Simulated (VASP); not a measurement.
Write the native input for VASP 6.6.1 that does the following.

```yaml
Task: relaxation of cell and atoms
Functional: PBE
Potentials_or_basis: VASP PAW PBE potentials, release 64 (K_sv, Be, Pt)
Cutoff: 600 eV
k_mesh: 12 × 12 × 6
Occupations: gaussian, width 0.1 eV
Spin: no spin polarisation
Dipole_correction: no
Further_INCAR_settings: ALGO = Fast; EDIFF = 1e-06; IBRION = 2; EDIFFG = -0.01; NSW = 100; ISIF = 3
```

The structure of K2Be2Pt lies in POSCAR:

```
K2Be2Pt
1.0
    5.3017990500      0.0000000000      0.0000000000
   -2.6508995250      4.5914926631      0.0000000000
    0.0000000000      0.0000000000      6.7000198543
K Be Pt
2 2 1
Direct
    0.3333333333      0.6666666667      0.5000000000
    0.6666666667      0.3333333333      0.5000000000
    0.3333333333      0.6666666667      0.0000000000
    0.6666666667      0.3333333333      0.0000000000
    0.0000000000      0.0000000000      0.5000000000
```

The cell was generated, and may not be a known phase.

These files were run (other wordings do the same):

INCAR

```
SYSTEM = K2Be2Pt
ALGO = Fast
EDIFF = 1E-6
EDIFFG = -0.01
ENCUT = 600
GGA = PE
IBRION = 2
ISIF = 3
ISMEAR = 0
LASPH = .True.
LCHARG = .False.
LREAL = .False.
LWAVE = .False.
NELM = 100
NSW = 100
PREC = Accurate
SIGMA = 0.1
```

KPOINTS

```
k-points
0
Gamma
  12 12 6
  0 0 0
```

Potentials or basis: VASP PAW PBE potentials, release 64 (K_sv, Be, Pt).

Run with:

```bash
$ cat potpaw_PBE.64/K_sv/POTCAR potpaw_PBE.64/Be/POTCAR potpaw_PBE.64/Pt/POTCAR > POTCAR
$ mpirun -np 1 vasp_std > vasp.out
```

Results of the run:

| Property | Result |
| --- | --- |
| Relaxed volume | 32.40 Å³/atom |
| Relaxed cell | a = 5.285 Å, b = 5.285 Å, c = 6.697 Å, α = 90.00°, β = 90.00°, γ = 120.00° |
| Space group after relaxing (to 0.1 Å) | P6/mmm (No. 191) |
| Energy gained by relaxing | 0.1 meV/atom |
| Ionic steps | 3 |
| Pressure after relaxing | 0.0 GPa |
| Band gap on the k mesh | zero (bands 16 and 17 overlap by 1.48 eV) |

Caveat: spin-orbit coupling is left out, which moves the levels of the heavy elements.

It took 20 min on 1 thread of Intel(R) Xeon(R) Platinum 8259CL CPU @ 2.50GHz (Skylake/Cascade Lake) (shared host), peak memory 0.56 GiB.
